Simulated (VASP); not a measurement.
# BeS (F-43m) in VASP: a series of runs, part 2 of 3

VASP 6.6.1. The steps go on from the part before.

## 3. Single point, PBE

INCAR

```
SYSTEM = BeS
PREC = Accurate
ENCUT = 520
EDIFF = 1E-6
ISMEAR = 0
SIGMA = 0.01
LREAL = .FALSE.
LASPH = .TRUE.
NELM = 80
ALGO = Normal
ISIF = 2
LWAVE = .FALSE.
LCHARG = .FALSE.
GGA = PE
NBANDS = 11
```

KPOINTS

```
regular mesh
0
G
  4 4 4
  0 0 0
```

POSCAR

```
BeS
1.0
    0.0000000000      2.4343062304      2.4343062304
    2.4343062304      0.0000000000      2.4343062304
    2.4343062304      2.4343062304      0.0000000000
Be S
1 1
Direct
    0.0000000000      0.0000000000      0.0000000000
    0.2500000000      0.2500000000      0.2500000000
```

Potentials or basis: VASP PAW PBE potentials, release 64 (Be, S).

Run with:

```
$ cat potpaw_PBE.64/Be/POTCAR potpaw_PBE.64/S/POTCAR > POTCAR
$ mpirun -np 1 vasp_std > vasp.out
```

OUTCAR:

```text
SYSTEM = BeS
   PREC = Accurate
   ENCUT = 520
   EDIFF = 1E-6
   ISMEAR = 0
   LREAL = .FALSE.
   LASPH = .TRUE.
   NELM = 80
   ISIF = 2
   GGA = PE

 ion  position               nearest neighbor table
   1  0.000  0.000  0.000-   2 2.11   2 2.11   2 2.11   2 2.11
   2  0.250  0.250  0.250-   1 2.11   1 2.11   1 2.11   1 2.11

  LATTYP: Found a face centered cubic cell.
 ALAT       =     4.8686124608

  Lattice vectors:

 A1 = (   0.0000000000,   2.4343062304,   2.4343062304)
 A2 = (   2.4343062304,   0.0000000000,   2.4343062304)
 A3 = (   2.4343062304,   2.4343062304,   0.0000000000)

Analysis of symmetry for initial positions (statically):
=====================================================================
 Subroutine PRICEL returns:
 Original cell was already a primitive cell.

 Routine SETGRP: Setting up the symmetry group for a
 face centered cubic supercell.

 Subroutine GETGRP returns: Found 24 space group operations
 (whereof 24 operations were pure point group operations)
 out of a pool of 48 trial point group operations.

The static configuration has the point symmetry T_d .

Analysis of symmetry for dynamics (positions and initial velocities):
=====================================================================
 Subroutine PRICEL returns:
 Original cell was already a primitive cell.

 Routine SETGRP: Setting up the symmetry group for a
 face centered cubic supercell.

 Subroutine GETGRP returns: Found 24 space group operations
 (whereof 24 operations were pure point group operations)
 out of a pool of 48 trial point group operations.

The dynamic configuration has the point symmetry T_d .

 Subroutine INISYM returns: Found 24 space group operations
 (whereof 24 operations are pure point group operations),
 and found     1 'primitive' translations

----------------------------------------------------------------------------------------

                                     Primitive cell

  volume of cell :      28.8507

  direct lattice vectors                    reciprocal lattice vectors
     0.000000000  2.434306230  2.434306230    -0.205397330  0.205397330  0.205397330
     2.434306230  0.000000000  2.434306230     0.205397330 -0.205397330  0.205397330
     2.434306230  2.434306230  0.000000000     0.205397330  0.205397330 -0.205397330

  length of vectors
     3.442628886  3.442628886  3.442628886     0.355758611  0.355758611  0.355758611

  position of ions in fractional coordinates (direct lattice)
     0.000000000  0.000000000  0.000000000
     0.250000000  0.250000000  0.250000000

  ion indices of the primitive-cell ions
   primitive index   ion index
                 1           1
                 2           2

----------------------------------------------------------------------------------------

 KPOINTS: regular mesh

Automatic generation of k-mesh.
 Grid dimensions read from file:
 generate k-points for:    4    4    4

 Generating k-lattice:

  Cartesian coordinates                     Fractional coordinates (reciprocal lattice)
    -0.051349332  0.051349332  0.051349332     0.250000000  0.000000000  0.000000000
     0.051349332 -0.051349332  0.051349332     0.000000000  0.250000000  0.000000000
     0.051349332  0.051349332 -0.051349332     0.000000000  0.000000000  0.250000000

  Length of vectors
     0.088939653  0.088939653  0.088939653

  Shift w.r.t. Gamma in fractional coordinates (k-lattice)
     0.000000000  0.000000000  0.000000000

 Subroutine IBZKPT returns following result:
 ===========================================

 Found      8 irreducible k-points:

 Following reciprocal coordinates:
            Coordinates               Weight
  0.000000  0.000000  0.000000      1.000000
  0.250000  0.000000  0.000000      8.000000
  0.500000  0.000000  0.000000      4.000000
  0.250000  0.250000  0.000000      6.000000
  0.500000  0.250000  0.000000     24.000000
 -0.250000  0.250000  0.000000     12.000000
  0.500000  0.500000  0.000000      3.000000
 -0.250000  0.500000  0.250000      6.000000
   k-points           NKPTS =      8   k-points in BZ     NKDIM =      8   number of bands    NBANDS=     11
   number of dos      NEDOS =    301   number of ions     NIONS =      2
   total plane-waves  NPLWV =  21952
   dimension x,y,z NGX =    28 NGY =   28 NGZ =   28
   dimension x,y,z NGXF=    56 NGYF=   56 NGZF=   56
   ions per type =               1   1
   NGX,Y,Z   is equivalent  to a cutoff of  13.52, 13.52, 13.52 a.u.
   NGXF,Y,Z  is equivalent  to a cutoff of  27.04, 27.04, 27.04 a.u.
 SYSTEM =  BeS
   PREC   = accura    normal or accurate (medium, high low for compatibility)
   ISTART =      0    job   : 0-new  1-cont  2-samecut
   ICHARG =      2    charge: 1-file 2-atom 10-const
   ISPIN  =      1    spin polarized calculation?
   LNONCOLLINEAR =      F non collinear calculations
   LSORBIT =      F    spin-orbit coupling
   LASPH  =      T    aspherical Exc in radial PAW
   ENCUT  =  520.0 eV  38.22 Ry    6.18 a.u.   6.40  6.40  6.40*2*pi/ulx,y,z
   NELM   =     80;   NELMIN=  2; NELMDL= -5     # of ELM steps
   EDIFF  = 0.1E-05   stopping-criterion for ELM
   LREAL  =      F    real-space projection
   EDIFFG = 0.1E-04   stopping-criterion for IOM
   NSW    =      0    number of steps for IOM
   IBRION =     -1    ionic relax: 0-MD 1-quasi-New 2-CG
   NFREE  =      0    steps in history (QN), initial steepest desc. (CG)
   ISIF   =      2    stress and relaxation
   ISYM   =      2    0-nonsym 1-usesym 2-fastsym
   POTIM  = 0.5000    time-step for ionic-motion
   TEBEG  =    0.0;   TEEND  =   0.0 temperature during run
   PSTRESS=    0.0 pullay stress
   NELECT =       8.0000    total number of electrons
   NUPDOWN=      -1.0000    fix difference up-down
   EMIN   =  10.00;   EMAX   =-10.00  energy-range for DOS
   EFERMI =   0.00;   METHOD = LEGACY
   ISMEAR =     0;   SIGMA  =   0.01  broadening in eV -4-tet -1-fermi 0-gaus
   EFERMI_NEDOS =   21; number of points for ismear=-14 and -15
   IALGO  =     38    algorithm
   IMIX   =      4    mixing-type and parameters
     AMIX     =   0.40;   BMIX     =  1.00
     AMIX_MAG =   1.60;   BMIX_MAG =  1.00
  volume/ion in A,a.u.               =      14.43        97.35
  Fermi-wavevector in a.u.,A,eV,Ry     =   1.067545  2.017368 15.505918  1.139653
  Thomas-Fermi vector in A             =   2.203165
   LORBIT       =      0    0 simple, 1 ext, 2 COOP (PROOUT), +10 PAW based schemes
   GGA     = PE    functional components
   LHFCALC =     F    Hartree Fock is set to
   AEXX    =    0.0000 exact exchange contribution
   IVDW    =     0    specifies the selected vdW correction
   LEPSILON=     F    determine dielectric tensor
   LRPA    =     F    only Hartree local field effects (RPA)
 non-spin polarized calculation
 Gauss-broadening in eV      SIGMA  =   0.01
  energy-cutoff  :      520.00
  volume of cell :       28.85
 maximum number of plane-waves:       784
 NGX is ok and might be reduce to    28
   NGX = 13   NGY = 13   NGZ = 13

 number of electron       7.9999999 magnetization

 Free energy of the ion-electron system (eV)
  ---------------------------------------------------
  ext. energy  EPLUGINS =         0.00000000
  ---------------------------------------------------
  free energy    TOTEN  =        -9.96368835 eV

  energy without entropy =       -9.96368835  energy(sigma->0) =       -9.96368835

 E-fermi :   4.1394     XC(G=0):  -9.6736

 val. band max:        4.0792331905   @ k =   0.0000   0.0000   0.0000
 cond. band min:       7.2025028602   @ k =   0.5000   0.5000   0.0000
 fundamental gap:      3.1232696697
 Fermi energy:         4.1394253286

 k-point     1 :       0.0000    0.0000    0.0000
  band No.  band energies     occupation
      1      -9.5385      2.00000
      2       4.0792      2.00000
      3       4.0792      2.00000
      4       4.0792      2.00000
      5       9.7390      0.00000
      6       9.7390      0.00000
      7       9.7390      0.00000
      8       9.8636      0.00000
      9      16.8594      0.00000
     10      16.8594      0.00000
     11      18.8487      0.00000
[... 85 lines left out ...]
 k-point     8 :      -0.2500    0.5000    0.2500
  band No.  band energies     occupation
      1      -7.3701      2.00000
      2      -0.1385      2.00000
      3       0.2648      2.00000
      4       0.7805      2.00000
      5      10.5348      0.00000
      6      12.1777      0.00000
      7      12.4654      0.00000
      8      12.8688      0.00000
      9      18.3810      0.00000
     10      18.3867      0.00000
     11      21.0723      0.00000

------------------------ aborting loop because EDIFF is reached ----------------------------------------

  FORCE on cell =-STRESS in cart. coord.  units (eV):
  Direction    XX          YY          ZZ          XY          YZ          ZX
  --------------------------------------------------------------------------------------
  -------------------------------------------------------------------------------------
  Total        0.1760412      0.1760412      0.1760412     -0.0000000      0.0000000      0.0000000
  in kB        9.7761840      9.7761840      9.7761840     -0.0000000      0.0000000      0.0000000
  external PRESSURE =       9.7761840 kB  Pullay stress =       0.0000000 kB

 VOLUME and BASIS-vectors are now :
 -----------------------------------------------------------------------------
  energy-cutoff  :      520.00
  volume of cell :       28.85
      direct lattice vectors                 reciprocal lattice vectors
     0.000000000  2.434306230  2.434306230    -0.205397330  0.205397330  0.205397330
     2.434306230  0.000000000  2.434306230     0.205397330 -0.205397330  0.205397330
     2.434306230  2.434306230  0.000000000     0.205397330  0.205397330 -0.205397330

 POSITION                                       TOTAL-FORCE (eV/Angst)
 -----------------------------------------------------------------------------------
      0.00000      0.00000      0.00000         0.000000      0.000000      0.000000
      1.21715      1.21715      1.21715        -0.000000     -0.000000     -0.000000
 -----------------------------------------------------------------------------------
    total drift:                                0.000000      0.000000      0.000000

  FREE ENERGIE OF THE ION-ELECTRON SYSTEM (eV)
  ---------------------------------------------------
  free  energy   TOTEN  =        -9.9636883462 eV

  energy  without entropy=       -9.9636883462  energy(sigma->0) =       -9.96368835
```

stdout:

```text
POSCAR found type information on POSCAR BeS
 POSCAR found :  2 types and       2 ions
 scaLAPACK will be used
 LDA part: xc-table for (Slater+PW92), standard interpolation
 POSCAR, INCAR and KPOINTS ok, starting setup
 FFT: planning ... GRIDC
 FFT: planning ... GRID_SOFT
 FFT: planning ... GRID
 WAVECAR not read
 entering main loop
```

It took 8.6 s on 1 thread of AMD EPYC 7R13, shared host; peak memory 0.11 GiB.

What came out:

* Free energy: -9.9637 eV
* Pressure: 1.0 GPa
* Band gap on the k mesh: 3.12 eV, indirect (least direct gap 5.66 eV)

Levels at points of the mesh, in eV from the valence-band top:
| k point | band 1 | band 2 | band 3 | band 4 | band 5 | band 6 | band 7 | band 8 | band 9 |
| --- | --- | --- | --- | --- | --- | --- | --- | --- | --- |
| (0.00, 0.00, 0.00) | -13.62 | 0.00 | 0.00 | 0.00 | 5.66 | 5.66 | 5.66 | 5.78 | 12.78 |
| (0.50, 0.00, 0.00) | -12.04 | -5.72 | -1.02 | -1.02 | 5.43 | 6.55 | 6.55 | 11.15 | 14.88 |
| (0.50, 0.50, 0.00) | -11.50 | -4.97 | -2.61 | -2.61 | 3.12 | 4.91 | 12.68 | 12.68 | 15.41 |

Caveat: the k points lie up to 0.56 Å⁻¹ apart.

[end of part 2 of 3]
